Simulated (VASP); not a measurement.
A run of VASP 6.6.1 is set up as follows.

INCAR

```
SYSTEM = W2I
PREC = Accurate
ENCUT = 520
EDIFF = 1E-6
ISMEAR = 0
SIGMA = 0.1
LREAL = .FALSE.
LASPH = .TRUE.
NELM = 100
ALGO = Normal
ISIF = 2
LWAVE = .FALSE.
LCHARG = .FALSE.
GGA = PE
NBANDS = 24
```

The input KPOINTS:

```
regular mesh
0
G
  6 6 6
  0 0 0
```

Contents of POSCAR:

```
W2I
1.0
    0.0000000000      3.3165158216      3.3165158216
    3.3165158216      0.0000000000      3.3165158216
    3.3165158216      3.3165158216      0.0000000000
W I
2 1
Direct
    0.2500000000      0.2500000000      0.2500000000
    0.7500000000      0.7500000000      0.7500000000
    0.0000000000      0.0000000000      0.0000000000
```

Potentials or basis: VASP PAW PBE potentials, release 64 (W_sv, I).

Launch:

```console
$ cat potpaw_PBE.64/W_sv/POTCAR potpaw_PBE.64/I/POTCAR > POTCAR
$ mpirun -np 1 vasp_std > vasp.out
```

Estimate the band gap on the k mesh.

zero (an odd number of electrons rules out a gap without spin polarisation).

What does it give for the pressure?

-18.0 GPa.

Caveat: the cell stands under tension; spin-orbit coupling is left out, which moves the levels of the heavy elements.
